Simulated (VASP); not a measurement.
# LiSb2P2 (P-3m1) in VASP: further runs, part 2 of 2

VASP 6.6.1. The steps go on from the part before.

### 4 Single point, PBE

This run uses another cell than the first one, of 24.19 Å³/atom.

Input file INCAR:

```
PREC = Accurate
ENCUT = 520
EDIFF = 1E-6
ISMEAR = 0
SIGMA = 0.1
LREAL = F
LASPH = T
NELM = 100
ALGO = Normal
ISIF = 2
LWAVE = F
LCHARG = F
GGA = PE
NBANDS = 20
```

Input file KPOINTS:

```
regular mesh
0
Gamma
  6 6 2
```

Input file POSCAR:

```
LiSb2P2
1.0
    4.7199178885     -0.0000000031      0.0000000000
   -2.3599589416      4.0875687967      0.0000000000
    0.0000000000      0.0000000000      6.2683743914
Li Sb P
1 2 2
Direct
    0.0000000000      0.0000000000      0.0000000000
    0.3333333333      0.6666666667      0.2824460875
    0.6666666667      0.3333333333      0.7175539125
    0.3333333333      0.6666666667      0.7360390693
    0.6666666667      0.3333333333      0.2639609307
```

Potentials or basis: VASP PAW PBE potentials, release 64 (Li_sv, Sb, P).

The run is started by

```
> cat potpaw_PBE.64/Li_sv/POTCAR potpaw_PBE.64/Sb/POTCAR potpaw_PBE.64/P/POTCAR > POTCAR
> mpirun -np 1 vasp_std > vasp.out
```

OUTCAR:

```text
PREC = Accurate
   ENCUT = 520
   EDIFF = 1E-6
   ISMEAR = 0
   LREAL = F
   LASPH = T
   NELM = 100
   ISIF = 2
   GGA = PE

 ion  position               nearest neighbor table
   1  0.000  0.000  0.000-
   2  0.333  0.667  0.282-   5 2.73   5 2.73   5 2.73   4 2.84
   3  0.667  0.333  0.718-   4 2.73   4 2.73   4 2.73   5 2.84
   4  0.333  0.667  0.736-   3 2.73   3 2.73   3 2.73   2 2.84
   5  0.667  0.333  0.264-   2 2.73   2 2.73   2 2.73   3 2.84

  LATTYP: Found a hexagonal cell.
 ALAT       =     4.7199178885
 C/A-ratio  =     1.3280685257

  Lattice vectors:

 A1 = (   4.7199178885,  -0.0000000031,   0.0000000000)
 A2 = (  -2.3599589416,   4.0875687967,   0.0000000000)
 A3 = (   0.0000000000,   0.0000000000,   6.2683743914)

Analysis of symmetry for initial positions (statically):
=====================================================================
 Subroutine PRICEL returns:
 Original cell was already a primitive cell.

[... 161 lines left out ...]
  free energy    TOTEN  =       -20.31222744 eV

  energy without entropy =      -20.30519804  energy(sigma->0) =      -20.30871274

 E-fermi :   5.6598     XC(G=0):  -9.1223

 val. band max:        5.5663848149   @ k =   0.1667   0.1667   0.0000
 cond. band min:       5.6985070424   @ k =   0.1667   0.1667   0.5000
 fundamental gap:      0.1321222276
 Fermi energy:         5.6597926598

 k-point     1 :       0.0000    0.0000    0.0000
  band No.  band energies     occupation
      1     -41.7434      2.00000
      2      -7.2808      2.00000
      3      -5.3186      2.00000
      4      -1.4282      2.00000
      5      -0.0695      2.00000
      6       0.8308      2.00000
[... 311 lines left out ...]
     19      11.3599      0.00000
     20      11.4513      0.00000

------------------------ aborting loop because EDIFF is reached ----------------------------------------

  FORCE on cell =-STRESS in cart. coord.  units (eV):
  Direction    XX          YY          ZZ          XY          YZ          ZX
  --------------------------------------------------------------------------------------
  -------------------------------------------------------------------------------------
  Total       -0.0013326     -0.0013326      0.0330043      0.0000000      0.0000000     -0.0000000
  in kB       -0.0176543     -0.0176543      0.4372468      0.0000000      0.0000000     -0.0000000
  external PRESSURE =       0.1339794 kB  Pullay stress =       0.0000000 kB

 VOLUME and BASIS-vectors are now :
 -----------------------------------------------------------------------------
  energy-cutoff  :      520.00
  volume of cell :      120.94
      direct lattice vectors                 reciprocal lattice vectors
     4.719917889 -0.000000003  0.000000000     0.211868093  0.122322100  0.000000000
    -2.359958942  4.087568797  0.000000000     0.000000000  0.244644201  0.000000000
     0.000000000  0.000000000  6.268374391     0.000000000  0.000000000  0.159530994

 POSITION                                       TOTAL-FORCE (eV/Angst)
 -----------------------------------------------------------------------------------
      0.00000      0.00000      0.00000         0.000000     -0.000000      0.000000
      0.00000      2.72505      1.77048        -0.000000      0.000000     -0.008719
      2.35996      1.36252      4.49790         0.000000     -0.000000      0.008719
      0.00000      2.72505      4.61377        -0.000000      0.000000      0.005800
      2.35996      1.36252      1.65461         0.000000     -0.000000     -0.005800
 -----------------------------------------------------------------------------------
    total drift:                                0.000000      0.000000     -0.000000

  FREE ENERGIE OF THE ION-ELECTRON SYSTEM (eV)
  ---------------------------------------------------
  free  energy   TOTEN  =       -20.3122274410 eV

  energy  without entropy=      -20.3051980380  energy(sigma->0) =      -20.30871274
```

stdout:

```text
POSCAR found type information on POSCAR LiSbP
 POSCAR found :  3 types and       5 ions
 scaLAPACK will be used
 LDA part: xc-table for (Slater+PW92), standard interpolation
 POSCAR, INCAR and KPOINTS ok, starting setup
 FFT: planning ... GRIDC
 FFT: planning ... GRID_SOFT
 FFT: planning ... GRID
 WAVECAR not read
 entering main loop
```

Run time: 18 s. Hardware: 1 thread of Intel Xeon 6975P-C (Granite Rapids), shared host; peak memory 0.24 GiB.

Results:

- Free energy: -20.3122 eV
- Largest force: 0.009 eV/Å
- Band gap on the k mesh: zero (an odd number of electrons rules out a gap without spin polarisation)

Forces in eV/Å, atoms in the order of the input:
```
Li   0.000  0.000  0.000
Sb   0.000  0.000 -0.009
Sb   0.000  0.000  0.009
P    0.000  0.000  0.006
P    0.000  0.000 -0.006
```

Caveat: the k points lie up to 0.50 Å⁻¹ apart, too coarse for converged energies and pressures of a metal; the cutoff is under 1.25 times the usual one of these potentials, so pressure, stress and relaxed cells hold a basis-set (Pulay) error; spin-orbit coupling is left out, which moves the levels of the heavy elements; an odd number of electrons without spin polarisation forces a metal; a magnetic or distorted state may lie lower.

### 5 Relaxation of cell and atoms, PBE

This run uses another cell than the first one, of 25.74 Å³/atom.

Input file INCAR:

```
SYSTEM = LiSb2P2
PREC     = Accurate       ! precision mode
ENCUT    = 600            ! plane-wave cutoff, eV
EDIFF    = 1E-6           ! SCF threshold, eV
ISMEAR   = 0              ! smearing method
SIGMA    = 0.1            ! smearing width, eV
LREAL    = .FALSE.        ! projectors in reciprocal space
LASPH    = .TRUE.         ! aspherical terms in the spheres
NELM     = 100            ! most SCF steps
ALGO     = Normal         ! electronic algorithm
ISIF     = 3              ! what is computed and relaxed
LWAVE    = .FALSE.        ! write WAVECAR
LCHARG   = .FALSE.        ! write CHGCAR
GGA      = PE             ! functional
IBRION   = 2              ! ionic algorithm
NSW      = 90             ! ionic steps
EDIFFG   = -0.04          ! ionic threshold
```

Input file KPOINTS:

```
Automatic mesh
0
G
  6 6 2
  0 0 0
```

Input file POSCAR:

```
LiSb2P2
1.0
    4.4221340300      0.0000000000      0.0000000000
   -2.2110670100      3.8296804100      0.0000000000
    0.0000000000      0.0000000000      7.5998743200
Li Sb P
1 2 2
Direct
    0.0000000000      0.0000000000      0.0000000000
    0.3333333300      0.6666666700      0.2621699900
    0.6666666700      0.3333333300      0.7378300100
    0.3333333300      0.6666666700      0.6293000000
    0.6666666700      0.3333333300      0.3707000000
```

The run is started by

```
> cat potpaw_PBE.64/Li_sv/POTCAR potpaw_PBE.64/Sb/POTCAR potpaw_PBE.64/P/POTCAR > POTCAR
> mpirun -np 1 vasp_std > vasp.out
```

It took 5.5 min on 1 thread of Intel Xeon 6975P-C (Granite Rapids), shared host; peak memory 0.31 GiB.

The run converged. Its results:

```
Free energy                           : -20.3122 eV
Relaxed volume                        : 24.20 Å³/atom
Relaxed cell                          : a = 4.723 Å, b = 4.723 Å, c = 6.262 Å, α = 90.00°, β = 90.00°, γ = 120.00°
Space group after relaxing (to 0.1 Å) : P-3m1 (No. 164)
Energy gained by relaxing             : 209.8 meV/atom
Ionic steps                           : 25
Pressure after relaxing               : 0.0 GPa
Largest force after relaxing          : 0.012 eV/Å
Band gap on the k mesh                : zero (an odd number of electrons rules out a gap without spin polarisation)
```

Forces on the atoms (eV/Å):
```
Li   0.000  0.000  0.000
Sb   0.000  0.000  0.004
Sb   0.000  0.000 -0.004
P    0.000  0.000  0.012
P    0.000  0.000 -0.012
```

Stress tensor (GPa, compression positive):
```
-0.13  0.00  0.00
 0.00 -0.13  0.00
 0.00  0.00  0.13
```

The path:
| step | energy change (eV) | largest force (eV/Å) | pressure (GPa) | volume (Å³) |
| --- | --- | --- | --- | --- |
| 1 | 0.0000 | 0.4887 | 0.85 | 128.71 |
| 2 | -0.1238 | 0.5141 | -0.13 | 131.22 |
| 3 | -0.3092 | 0.6029 | -1.76 | 135.77 |
| 4 | -0.3882 | 0.4039 | -3.98 | 143.98 |
| 5 | -0.4007 | 0.5081 | -3.17 | 140.44 |
| 6 | -0.4613 | 0.5005 | -2.95 | 139.36 |
| 7 | -0.5417 | 0.6222 | -2.19 | 136.89 |
| 8 | -0.5496 | 0.7293 | -1.72 | 135.68 |
| 9 | -0.6031 | 0.6689 | -1.36 | 133.36 |
| 10 | -0.7122 | 0.5576 | 0.04 | 126.55 |
| 11 | -0.7011 | 0.6861 | 4.71 | 113.61 |
| 12 | -0.7441 | 0.6524 | 1.59 | 121.22 |
| 13 | -0.8189 | 0.5888 | 0.72 | 122.12 |
| 14 | -0.8559 | 0.3677 | 0.14 | 123.10 |
| 15 | -0.8568 | 0.3395 | 0.06 | 123.26 |
| 16 | -0.9015 | 0.4013 | -0.49 | 124.04 |
| 17 | -0.9440 | 0.4930 | -1.69 | 125.67 |
| 18 | -0.9851 | 0.3710 | -1.03 | 123.28 |
| 19 | -1.0039 | 0.0894 | 1.42 | 116.46 |
| 20 | -1.0169 | 0.1849 | 0.37 | 119.18 |
| 21 | -1.0295 | 0.2066 | 0.38 | 119.32 |
| 22 | -1.0341 | 0.2307 | 0.43 | 119.47 |
| 23 | -1.0437 | 0.1598 | -0.06 | 120.72 |
| 24 | -1.0463 | 0.1019 | -0.45 | 121.78 |
| 25 | -1.0492 | 0.0124 | -0.04 | 120.98 |

Final structure:
```
CELL_PARAMETERS angstrom
4.72332 0.00000 0.00000
-2.36166 4.09051 0.00000
0.00000 0.00000 6.26155
ATOMIC_POSITIONS crystal
Li 0.00000 0.00000 0.00000
Sb 0.33333 0.66667 0.28141
Sb 0.66667 0.33333 0.71859
P 0.33333 0.66667 0.73530
P 0.66667 0.33333 0.26470
```

Levels at points of the mesh, in eV from the Fermi level:
```csv
k point,band 9,band 10,band 11,band 12,band 13,band 14
"(0.00, 0.00, 0.00)",-2.46,-2.46,-1.16,-0.31,-0.31,1.64
"(0.50, 0.00, 0.00)",-3.26,-2.80,-1.16,2.39,2.55,3.00
"(0.00, 0.00, 0.50)",-3.00,-3.00,-2.09,0.39,0.39,0.40
"(0.50, 0.00, 0.50)",-2.47,-1.73,-1.17,-0.65,0.39,2.81
```

Caveat: the k points lie up to 0.50 Å⁻¹ apart in the final cell, too coarse for converged energies and pressures of a metal; the cutoff is under 1.25 times the usual one of these potentials, so pressure, stress and relaxed cells hold a basis-set (Pulay) error; a cell axis changed by over 15 % at a fixed basis, so the end point is rough; spin-orbit coupling is left out, which moves the levels of the heavy elements; an odd number of electrons without spin polarisation forces a metal; a magnetic or distorted state may lie lower.

### 6 Single point, PBE

This run uses another cell than the first one, of 25.74 Å³/atom.

Input file INCAR:

```
SYSTEM = LiSb2P2
PREC = Accurate ; ENCUT = 520
EDIFF = 1E-6 ; ISMEAR = 0
SIGMA = 0.1 ; LREAL = .False.
LASPH = .True. ; NELM = 100
ALGO = Normal ; ISIF = 2
LWAVE = .False. ; LCHARG = .False.
GGA = PE ; NBANDS = 20
```

Input file KPOINTS:

```
Automatic mesh
0
Gamma
  6 6 2
  0 0 0
```

POSCAR is that of step 5.

Potentials or basis: VASP PAW PBE potentials, release 64 (Li_sv, Sb, P).

The run is started by

```
> cat potpaw_PBE.64/Li_sv/POTCAR potpaw_PBE.64/Sb/POTCAR potpaw_PBE.64/P/POTCAR > POTCAR
> mpirun -np 1 vasp_std > vasp.out
```

Wall time 19 s (1 thread of Intel Xeon 6975P-C (Granite Rapids), shared host); peak memory 0.26 GiB.

Results (log left out):

```
Free energy            : -19.2632 eV
Largest force          : 0.489 eV/Å
Band gap on the k mesh : zero (an odd number of electrons rules out a gap without spin polarisation)
```

Forces on the atoms (eV/Å):
```
Li   0.000  0.000  0.000
Sb   0.000  0.000  0.071
Sb   0.000  0.000 -0.071
P    0.000  0.000  0.489
P    0.000  0.000 -0.489
```

Levels at points of the mesh, in eV from the Fermi level:
```tsv
k point	band 7	band 8	band 9	band 10	band 11	band 12	band 13	band 14	band 15	band 16
(0.00, 0.00, 0.00)	-3.88	-3.22	-2.36	-2.36	-1.47	0.04	0.04	0.29	0.96	1.33
(0.50, 0.00, 0.00)	-4.91	-3.70	-3.35	-2.94	-0.88	0.45	1.01	1.56	1.66	2.37
(0.00, 0.00, 0.50)	-3.85	-3.21	-3.15	-2.43	-2.43	0.16	0.16	0.94	1.10	1.10
(0.50, 0.00, 0.50)	-4.27	-3.50	-3.32	-3.18	-1.24	-0.57	-0.40	2.41	2.52	2.76
```

Caveat: the k points lie up to 0.41 Å⁻¹ apart, too coarse for converged energies and pressures of a metal; the cutoff is under 1.25 times the usual one of these potentials, so pressure, stress and relaxed cells hold a basis-set (Pulay) error; spin-orbit coupling is left out, which moves the levels of the heavy elements; an odd number of electrons without spin polarisation forces a metal; a magnetic or distorted state may lie lower.

### 7 Overview

```tsv
task	cell	k mesh	cutoff (eV)	gap on the mesh (eV)	pressure (GPa)	relaxed volume (Å³/atom)	largest force (eV/Å)
single point	a = 4.849, b = 4.849, c = 5.647 Å, angles 90.0, 90.0, 120.0°, 5 atoms, atomic positions A	9 × 9 × 8	520	none	-	-	0.01
relaxation of cell and atoms	relaxed from a = 4.825, b = 4.825, c = 5.672 Å, angles 90.0, 90.0, 120.0°, 5 atoms, atomic positions B	9 × 9 × 8	600	none	0.0	22.96	0.01
single point	a = 4.720, b = 4.720, c = 6.268 Å, angles 90.0, 90.0, 120.0°, 5 atoms, atomic positions C	6 × 6 × 2	520	none	-	-	0.01
relaxation of cell and atoms	relaxed from a = 4.422, b = 4.422, c = 7.600 Å, angles 90.0, 90.0, 120.0°, 5 atoms, atomic positions D	6 × 6 × 2	600	none	0.0	24.20	0.01
single point	a = 4.422, b = 4.422, c = 7.600 Å, angles 90.0, 90.0, 120.0°, 5 atoms, atomic positions D	6 × 6 × 2	520	none	-	-	0.49
```

Alike in all rows: level PBE; potentials or basis VASP PAW PBE potentials, release 64 (Li_sv, Sb, P); no spin polarisation; smearing gaussian 0.1 eV.

Caveats: some runs use coarse meshes; the cutoff is under 1.25 times the usual one of these potentials, so pressure, stress and relaxed cells hold a basis-set (Pulay) error; spin-orbit coupling is left out, which moves the levels of the heavy elements; an odd number of electrons without spin polarisation forces a metal; a magnetic or distorted state may lie lower; a cell axis changed by over 15 % at a fixed basis, so the end point is rough (at least some runs).

Total energies depend on the potentials used, so only differences within one code and one set of settings carry meaning.

The gap in the log of VASP goes by the Fermi energy; the results here count the filled bands.